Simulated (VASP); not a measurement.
# GaN (I-4m2) in VASP: further runs, part 2 of 2

VASP 6.6.1.

### Step 3. Single point, r2SCAN (strain -0.015 along x and y, +0.030 along z)

Contents of POSCAR:

```
GaN
1.0
    0.0000000000      2.2152027174      2.3164048720
    2.2152027174      0.0000000000      2.3164048720
    2.2152027174      2.2152027174      0.0000000000
Ga N
1 1
Direct
    0.0000000000      0.0000000000      0.0000000000
    0.7500000000      0.7500000000      0.7500000000
```

Contents of INCAR.step1:

```
SYSTEM = GaN
PREC = Accurate
ENCUT = 520
ISMEAR = 0
SIGMA = 0.05
LREAL = .FALSE.
LASPH = .TRUE.
NELM = 60
NBANDS = 16
GGA = PE
ALGO = Normal
EDIFF = 1E-4
LWAVE = .TRUE.
LCHARG = .FALSE.
```

Contents of INCAR.step2:

```
SYSTEM = GaN
PREC = Accurate
ENCUT = 520
EDIFF = 1E-6
ISMEAR = 0
SIGMA = 0.05
LREAL = .FALSE.
LASPH = .TRUE.
NELM = 60
ALGO = Normal
ISIF = 2
LWAVE = .FALSE.
LCHARG = .FALSE.
METAGGA = R2SCAN
LMIXTAU = .TRUE.
NBANDS = 16
ISTART = 1
```

Contents of KPOINTS:

```
Automatic mesh
0
G
  10 10 10
  0 0 0
```

Potentials or basis: VASP PAW PBE potentials, release 64 (Ga_d, N).

Started as:

```bash
> cat potpaw_PBE.64/Ga_d/POTCAR potpaw_PBE.64/N/POTCAR > POTCAR
> cp INCAR.step1 INCAR
> mpirun -np 1 vasp_std > vasp.out
> cp INCAR.step2 INCAR
> mpirun -np 1 vasp_std > vasp.out
```

OUTCAR:

```text
SYSTEM = GaN
   PREC = Accurate
   ENCUT = 520
   EDIFF = 1E-6
   ISMEAR = 0
   LREAL = .FALSE.
   LASPH = .TRUE.
   NELM = 60
   ISIF = 2
   METAGGA = R2SCAN
   ISTART = 1

 ion  position               nearest neighbor table
   1  0.000  0.000  0.000-   2 1.95   2 1.95   2 1.95   2 1.95
   2  0.750  0.750  0.750-   1 1.95   1 1.95   1 1.95   1 1.95

  LATTYP: Found a body centered tetragonal cell.
 ALAT       =     3.1327697264
 C/A-ratio  =     1.4788223038

  Lattice vectors:

 A1 = (  -2.2152027174,   0.0000000000,   2.3164048720)
 A2 = (   2.2152027174,   0.0000000000,   2.3164048720)
 A3 = (   0.0000000000,   2.2152027174,  -2.3164048720)

Analysis of symmetry for initial positions (statically):
=====================================================================
 Subroutine PRICEL returns:
 Original cell was already a primitive cell.

 Routine SETGRP: Setting up the symmetry group for a
 body centered tetragonal supercell.

 Subroutine GETGRP returns: Found  8 space group operations
 (whereof  8 operations were pure point group operations)
 out of a pool of 16 trial point group operations.

The static configuration has the point symmetry D_2d.

[... 155 lines left out ...]
  ---------------------------------------------------
  free energy    TOTEN  =       -21.88321812 eV

  energy without entropy =      -21.88321812  energy(sigma->0) =      -21.88321812

 E-fermi :   5.4198     XC(G=0): -12.6766

 val. band max:        5.1659685775   @ k =   0.0000   0.0000   0.0000
 cond. band min:       7.2477852627   @ k =   0.0000   0.0000   0.0000
 fundamental gap:      2.0818166852
 Fermi energy:         5.4197795233

 k-point     1 :       0.0000    0.0000    0.0000
  band No.  band energies     occupation
      1     -11.6942      2.00000
      2      -8.7824      2.00000
      3      -8.7326      2.00000
      4      -8.7326      2.00000
      5      -8.3937      2.00000
      6      -8.3928      2.00000
[... 433 lines left out ...]
      3      -8.5006      2.00000
      4      -8.4987      2.00000
      5      -8.3414      2.00000
      6      -7.6752      2.00000
[... 8 lines left out ...]
     15      28.7195      0.00000
     16      28.8628      0.00000

 [... further k-points ...]
[... 5 lines left out ...]
  --------------------------------------------------------------------------------------
  -------------------------------------------------------------------------------------
  Total        0.4587087      0.4587087     -0.4482899      0.0000000      0.0000000      0.0000000
  in kB       32.3277963     32.3277963    -31.5935306      0.0000000      0.0000000      0.0000000
  external PRESSURE =      11.0206873 kB  Pullay stress =       0.0000000 kB

 VOLUME and BASIS-vectors are now :
 -----------------------------------------------------------------------------
  energy-cutoff  :      520.00
  volume of cell :       22.73
      direct lattice vectors                 reciprocal lattice vectors
     0.000000000  2.215202717  2.316404872    -0.225712977  0.225712977  0.215851730
     2.215202717  0.000000000  2.316404872     0.225712977 -0.225712977  0.215851730
     2.215202717  2.215202717  0.000000000     0.225712977  0.225712977 -0.215851730

 POSITION                                       TOTAL-FORCE (eV/Angst)
 -----------------------------------------------------------------------------------
      0.00000      0.00000      0.00000         0.000000      0.000000     -0.000000
      3.32280      3.32280      3.47461        -0.000000     -0.000000      0.000000
 -----------------------------------------------------------------------------------
    total drift:                               -0.000009     -0.000009     -0.000012

  FREE ENERGIE OF THE ION-ELECTRON SYSTEM (eV)
  ---------------------------------------------------
  free  energy   TOTEN  =       -21.8832181176 eV

  energy  without entropy=      -21.8832181176  energy(sigma->0) =      -21.88321812
```

OUTCAR.step1:

```text
SYSTEM = GaN
   PREC = Accurate
   ENCUT = 520
   ISMEAR = 0
   LREAL = .FALSE.
   LASPH = .TRUE.
[... 678 lines left out ...]
      0.00000      0.00000      0.00000         0.000000      0.000000      0.000000
      3.32280      3.32280      3.47461        -0.000000     -0.000000     -0.000000
 -----------------------------------------------------------------------------------
    total drift:                                0.000001      0.000001     -0.000001

  FREE ENERGIE OF THE ION-ELECTRON SYSTEM (eV)
  ---------------------------------------------------
  free  energy   TOTEN  =       -12.1254373205 eV

  energy  without entropy=      -12.1254373205  energy(sigma->0) =      -12.12543732
```

OSZICAR.step1:

```text
N       E                     dE             d eps       ncg     rms          rms(c)
DAV:   1     0.838422122607E+02    0.83842E+02   -0.92727E+03  3624   0.202E+03
DAV:   2    -0.829958657158E+01   -0.92142E+02   -0.85511E+02  3840   0.330E+02
DAV:   3    -0.140703752243E+02   -0.57708E+01   -0.57506E+01  3720   0.706E+01
DAV:   4    -0.141361234860E+02   -0.65748E-01   -0.65743E-01  4224   0.812E+00
DAV:   5    -0.141369786148E+02   -0.85513E-03   -0.85513E-03  3848   0.810E-01    0.774E+00
DAV:   6    -0.121240989492E+02    0.20129E+01   -0.48979E+00  4960   0.399E+01    0.268E+00
DAV:   7    -0.121331411745E+02   -0.90422E-02   -0.32370E-01  3616   0.657E+00    0.177E+00
DAV:   8    -0.121293542640E+02    0.37869E-02   -0.56982E-02  3704   0.327E+00    0.782E-01
DAV:   9    -0.121251900737E+02    0.41642E-02   -0.14452E-02  4976   0.275E+00    0.197E-01
DAV:  10    -0.121255364556E+02   -0.34638E-03   -0.15314E-03  3840   0.545E-01    0.959E-02
DAV:  11    -0.121254373205E+02    0.99135E-04   -0.25538E-04  3192   0.252E-01
   1 F= -.12125437E+02 E0= -.12125437E+02  d E =-.152528E-16
```

Run time: 69 s. Hardware: 1 thread of Intel Xeon Platinum 8488C (Sapphire Rapids), shared host; peak memory 0.17 GiB.

Results:

| Item | Value |
| --- | --- |
| Free energy | -21.8832 eV |
| Pressure | 1.1 GPa |
| Band gap on the k mesh | 2.08 eV, direct |

Caveat: the cell differs from its parent crystal (strain -0.015 along x and y, +0.030 along z); the PAW data sets were made with another functional, which shifts forces and pressure a little.

### Step 4. Single point, r2SCAN (strain +0.000 along x and y, +0.015 along z)

Contents of POSCAR:

```
GaN
1.0
    0.0000000000      2.2489367689      2.2826708204
    2.2489367689      0.0000000000      2.2826708204
    2.2489367689      2.2489367689      0.0000000000
Ga N
1 1
Direct
    0.0000000000      0.0000000000      0.0000000000
    0.7500000000      0.7500000000      0.7500000000
```

Contents of INCAR.step1:

```
SYSTEM = GaN
ALGO = Normal
EDIFF = 1E-4
ENCUT = 520
GGA = PE
ISMEAR = 0
LASPH = .TRUE.
LCHARG = .FALSE.
LREAL = .FALSE.
LWAVE = .TRUE.
NBANDS = 16
NELM = 60
PREC = Accurate
SIGMA = 0.05
```

Contents of INCAR.step2:

```
SYSTEM = GaN
ALGO = Normal
EDIFF = 1E-6
ENCUT = 520
ISIF = 2
ISMEAR = 0
ISTART = 1
LASPH = .TRUE.
LCHARG = .FALSE.
LMIXTAU = .TRUE.
LREAL = .FALSE.
LWAVE = .FALSE.
METAGGA = R2SCAN
NBANDS = 16
NELM = 60
PREC = Accurate
SIGMA = 0.05
```

Contents of KPOINTS:

```
k-points
0
G
  10 10 10
  0 0 0
```

Potentials or basis: VASP PAW PBE potentials, release 64 (Ga_d, N).

Started as:

```bash
> cat potpaw_PBE.64/Ga_d/POTCAR potpaw_PBE.64/N/POTCAR > POTCAR
> cp INCAR.step1 INCAR
> mpirun -np 1 vasp_std > vasp.out
> cp INCAR.step2 INCAR
> mpirun -np 1 vasp_std > vasp.out
```

OUTCAR:

```text
SYSTEM = GaN
   EDIFF = 1E-6
   ENCUT = 520
   ISIF = 2
   ISMEAR = 0
   ISTART = 1
   LASPH = .TRUE.
   LREAL = .FALSE.
   METAGGA = R2SCAN
   NELM = 60
   PREC = Accurate

 ion  position               nearest neighbor table
   1  0.000  0.000  0.000-   2 1.96   2 1.96   2 1.96   2 1.96
   2  0.750  0.750  0.750-   1 1.96   1 1.96   1 1.96   1 1.96

  LATTYP: Found a body centered tetragonal cell.
 ALAT       =     3.1804768795
 C/A-ratio  =     1.4354267658

  Lattice vectors:

 A1 = (  -2.2489367689,   0.0000000000,   2.2826708204)
 A2 = (   2.2489367689,   0.0000000000,   2.2826708204)
 A3 = (   0.0000000000,   2.2489367689,  -2.2826708204)

Analysis of symmetry for initial positions (statically):
=====================================================================
 Subroutine PRICEL returns:
 Original cell was already a primitive cell.

 Routine SETGRP: Setting up the symmetry group for a
 body centered tetragonal supercell.

 Subroutine GETGRP returns: Found  8 space group operations
 (whereof  8 operations were pure point group operations)
 out of a pool of 16 trial point group operations.

The static configuration has the point symmetry D_2d.

Analysis of symmetry for dynamics (positions and initial velocities):
=====================================================================
 Subroutine PRICEL returns:
 Original cell was already a primitive cell.

 Routine SETGRP: Setting up the symmetry group for a
 body centered tetragonal supercell.

 Subroutine GETGRP returns: Found  8 space group operations
 (whereof  8 operations were pure point group operations)
 out of a pool of 16 trial point group operations.

The dynamic configuration has the point symmetry D_2d.

 Subroutine INISYM returns: Found  8 space group operations
 (whereof  8 operations are pure point group operations),
 and found     1 'primitive' translations

----------------------------------------------------------------------------------------

                                     Primitive cell

  volume of cell :      23.0902

  direct lattice vectors                    reciprocal lattice vectors
     0.000000000  2.248936769  2.282670820    -0.222327282  0.222327282  0.219041657
     2.248936769  0.000000000  2.282670820     0.222327282 -0.222327282  0.219041657
     2.248936769  2.248936769  0.000000000     0.222327282  0.222327282 -0.219041657

  length of vectors
     3.204419240  3.204419240  3.180476879     0.383194583  0.383194583  0.383194583

  position of ions in fractional coordinates (direct lattice)
     0.000000000  0.000000000  0.000000000
     0.750000000  0.750000000  0.750000000

  ion indices of the primitive-cell ions
   primitive index   ion index
                 1           1
                 2           2

----------------------------------------------------------------------------------------

 KPOINTS: k-points

Automatic generation of k-mesh.
 Grid dimensions read from file:
 generate k-points for:   10   10   10

 Generating k-lattice:

  Cartesian coordinates                     Fractional coordinates (reciprocal lattice)
    -0.022232728  0.022232728  0.021904166     0.100000000  0.000000000  0.000000000
     0.022232728 -0.022232728  0.021904166     0.000000000  0.100000000  0.000000000
     0.022232728  0.022232728 -0.021904166    -0.000000000 -0.000000000  0.100000000

  Length of vectors
     0.038319458  0.038319458  0.038319458

  Shift w.r.t. Gamma in fractional coordinates (k-lattice)
     0.000000000  0.000000000  0.000000000

 Subroutine IBZKPT returns following result:
 ===========================================

 Found    102 irreducible k-points:

 Following reciprocal coordinates:
            Coordinates               Weight
  0.000000  0.000000  0.000000      1.000000
  0.100000 -0.000000  0.000000      8.000000
  0.200000 -0.000000  0.000000      8.000000
  0.300000 -0.000000  0.000000      8.000000
  0.400000  0.000000  0.000000      8.000000
  0.500000 -0.000000  0.000000      4.000000
[... 16 lines left out ...]
  0.300000  0.300000  0.000000      2.000000
  0.400000  0.300000  0.000000      8.000000
 [... further k-points ...]
   k-points           NKPTS =    102   k-points in BZ     NKDIM =    102   number of bands    NBANDS=     16
   number of dos      NEDOS =    301   number of ions     NIONS =      2
   total plane-waves  NPLWV =  13824
   dimension x,y,z NGX =    24 NGY =   24 NGZ =   24
   dimension x,y,z NGXF=    48 NGYF=   48 NGZF=   48
   ions per type =               1   1
   NGX,Y,Z   is equivalent  to a cutoff of  12.45, 12.45, 12.54 a.u.
   NGXF,Y,Z  is equivalent  to a cutoff of  24.90, 24.90, 25.09 a.u.
 SYSTEM =  GaN
   PREC   = accura    normal or accurate (medium, high low for compatibility)
   ISTART =      1    job   : 0-new  1-cont  2-samecut
   ICHARG =      0    charge: 1-file 2-atom 10-const
   ISPIN  =      1    spin polarized calculation?
   LNONCOLLINEAR =      F non collinear calculations
   LSORBIT =      F    spin-orbit coupling
   LASPH  =      T    aspherical Exc in radial PAW
   ENCUT  =  520.0 eV  38.22 Ry    6.18 a.u.   5.96  5.96  5.91*2*pi/ulx,y,z
   NELM   =     60;   NELMIN=  2; NELMDL=  0     # of ELM steps
   EDIFF  = 0.1E-05   stopping-criterion for ELM
   LREAL  =      F    real-space projection
   EDIFFG = 0.1E-04   stopping-criterion for IOM
   NSW    =      0    number of steps for IOM
   IBRION =     -1    ionic relax: 0-MD 1-quasi-New 2-CG
   NFREE  =      0    steps in history (QN), initial steepest desc. (CG)
   ISIF   =      2    stress and relaxation
   ISYM   =      2    0-nonsym 1-usesym 2-fastsym
   POTIM  = 0.5000    time-step for ionic-motion
   TEBEG  =    0.0;   TEEND  =   0.0 temperature during run
   PSTRESS=    0.0 pullay stress
   NELECT =      18.0000    total number of electrons
   NUPDOWN=      -1.0000    fix difference up-down
   EMIN   =  10.00;   EMAX   =-10.00  energy-range for DOS
   EFERMI =   0.00;   METHOD = LEGACY
   ISMEAR =     0;   SIGMA  =   0.05  broadening in eV -4-tet -1-fermi 0-gaus
   EFERMI_NEDOS =   21; number of points for ismear=-14 and -15
   IALGO  =     38    algorithm
   IMIX   =      4    mixing-type and parameters
     AMIX     =   0.40;   BMIX     =  1.00
     AMIX_MAG =   1.60;   BMIX_MAG =  1.00
  volume/ion in A,a.u.               =      11.55        77.91
  Fermi-wavevector in a.u.,A,eV,Ry     =   1.506687  2.847226 30.886668  2.270106
  Thomas-Fermi vector in A             =   2.617372
   LORBIT       =      0    0 simple, 1 ext, 2 COOP (PROOUT), +10 PAW based schemes
   METAGGA = R2SCAN    functional components
   LHFCALC =     F    Hartree Fock is set to
   AEXX    =    0.0000 exact exchange contribution
   IVDW    =     0    specifies the selected vdW correction
   LEPSILON=     F    determine dielectric tensor
   LRPA    =     F    only Hartree local field effects (RPA)
 non-spin polarized calculation
 Gauss-broadening in eV      SIGMA  =   0.05
  energy-cutoff  :      520.00
  volume of cell :       23.09
 maximum number of plane-waves:       636
   NGX = 11   NGY = 11   NGZ = 11

 number of electron      17.9999998 magnetization

 Free energy of the ion-electron system (eV)
  ---------------------------------------------------
  ext. energy  EPLUGINS =         0.00000000
  ---------------------------------------------------
  free energy    TOTEN  =       -21.89447133 eV

  energy without entropy =      -21.89447133  energy(sigma->0) =      -21.89447133

 E-fermi :   5.1654     XC(G=0): -12.5833

 val. band max:        4.9448773351   @ k =   0.0000   0.0000   0.0000
 cond. band min:       6.9811607693   @ k =   0.0000   0.0000   0.0000
 fundamental gap:      2.0362834342
 Fermi energy:         5.1654473359

 k-point     1 :       0.0000    0.0000    0.0000
  band No.  band energies     occupation
      1     -11.7334      2.00000
      2      -8.9140      2.00000
      3      -8.8983      2.00000
      4      -8.8983      2.00000
      5      -8.5626      2.00000
      6      -8.5626      2.00000
[... 8 lines left out ...]
     15      24.2451      0.00000
     16      24.7480      0.00000
[... 419 lines left out ...]
 k-point    24 :       0.4000    0.3000    0.0000
  band No.  band energies     occupation
      1     -10.7227      2.00000
      2      -8.7479      2.00000
      3      -8.6715      2.00000
      4      -8.6684      2.00000
      5      -8.5061      2.00000
      6      -7.7638      2.00000
[... 8 lines left out ...]
     15      28.1833      0.00000
     16      28.2618      0.00000

 [... further k-points ...]
[... 5 lines left out ...]
  --------------------------------------------------------------------------------------
  -------------------------------------------------------------------------------------
  Total       -0.1666408     -0.1666408     -0.4520412      0.0000000      0.0000000      0.0000000
  in kB      -11.5628297    -11.5628297    -31.3661196      0.0000000      0.0000000      0.0000000
  external PRESSURE =     -18.1639263 kB  Pullay stress =       0.0000000 kB

 VOLUME and BASIS-vectors are now :
 -----------------------------------------------------------------------------
  energy-cutoff  :      520.00
  volume of cell :       23.09
      direct lattice vectors                 reciprocal lattice vectors
     0.000000000  2.248936769  2.282670820    -0.222327282  0.222327282  0.219041657
     2.248936769  0.000000000  2.282670820     0.222327282 -0.222327282  0.219041657
     2.248936769  2.248936769  0.000000000     0.222327282  0.222327282 -0.219041657

 POSITION                                       TOTAL-FORCE (eV/Angst)
 -----------------------------------------------------------------------------------
      0.00000      0.00000      0.00000        -0.000000     -0.000000      0.000000
      3.37341      3.37341      3.42401         0.000000      0.000000     -0.000000
 -----------------------------------------------------------------------------------
    total drift:                               -0.000012     -0.000012     -0.000005

  FREE ENERGIE OF THE ION-ELECTRON SYSTEM (eV)
  ---------------------------------------------------
  free  energy   TOTEN  =       -21.8944713263 eV

  energy  without entropy=      -21.8944713263  energy(sigma->0) =      -21.89447133
```

Wall time 64 s (1 thread of Intel Xeon Platinum 8488C (Sapphire Rapids), shared host); peak memory 0.17 GiB.

Results:

```
Free energy            : -21.8945 eV
Pressure               : -1.8 GPa
Band gap on the k mesh : 2.04 eV, direct
```

Caveat: the cell differs from its parent crystal (strain +0.000 along x and y, +0.015 along z); the PAW data sets were made with another functional, which shifts forces and pressure a little.

### Step 5. Summary

```tsv
cell	gap on the mesh (eV)	pressure (GPa)
a = 3.181, b = 3.181, c = 3.133 Å, angles 60.5, 60.5, 59.0°, 2 atoms	2.21	4.2
a = 3.205, b = 3.205, c = 3.133 Å, angles 60.7, 60.7, 58.5°, 2 atoms	2.08	1.1
a = 3.204, b = 3.204, c = 3.180 Å, angles 60.2, 60.2, 59.5°, 2 atoms	2.04	-1.8
```

Alike in all rows: task single point; level r2SCAN; potentials or basis VASP PAW PBE potentials, release 64 (Ga_d, N); no spin polarisation; k mesh 10 × 10 × 10; cutoff (eV) 520; smearing gaussian 0.05 eV.

Caveats: the PAW data sets were made with another functional, which shifts forces and pressure a little.

Total energies depend on the potentials used, so only differences within one code and one set of settings carry meaning.
